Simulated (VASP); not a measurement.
Wanted: the native input for a VASP 6.6.1 run.

| Quantity | Value |
| --- | --- |
| Task | single point |
| Functional | PBEsol |
| Potentials or basis | VASP PAW PBE potentials, release 64 (Hf_pv, O) |
| Cutoff | 520 eV |
| k mesh | 9 × 9 × 9 |
| Occupations | fermi-dirac, width 0.05 eV |
| Spin | no spin polarisation |
| Dipole correction | no |
| Further INCAR settings | ALGO = Normal; EDIFF = 1e-06; NBANDS = 18 |

The structure of HfO2 lies in POSCAR:

```
HfO2
1.0
    0.0000000000      2.5219119206      2.5219119206
    2.5219119206      0.0000000000      2.5219119206
    2.5219119206      2.5219119206      0.0000000000
Hf O
1 2
Direct
    0.0000000000      0.0000000000      0.0000000000
    0.7500000000      0.7500000000      0.7500000000
    0.2500000000      0.2500000000      0.2500000000
```

The input as run:

INCAR

```
PREC = Accurate ; ENCUT = 520
EDIFF = 1E-6 ; ISMEAR = -1
SIGMA = 0.05 ; LREAL = False
LASPH = True ; NELM = 80
ALGO = Normal ; ISIF = 2
LWAVE = False ; LCHARG = False
GGA = PS ; NBANDS = 18
```

KPOINTS

```
regular mesh
0
Gamma
  9 9 9
```

Potentials or basis: VASP PAW PBE potentials, release 64 (Hf_pv, O).

Run with:

```bash
$ cat potpaw_PBE.64/Hf_pv/POTCAR potpaw_PBE.64/O/POTCAR > POTCAR
$ mpirun -np 1 vasp_std > vasp.out
```

Results of the run:

```json
{
  "Pressure": "-3.7 GPa",
  "Band gap on the k mesh": "3.83 eV, indirect (least direct gap 3.95 eV)"
}
```

Caveat: the PAW data sets were made with another functional, which shifts forces and pressure a little; spin-orbit coupling is left out, which moves the levels of the heavy elements.

Run time: 9.3 s on 1 thread of Intel(R) Xeon(R) 6975P-C (Granite Rapids) (shared host), peak memory 0.16 GiB.
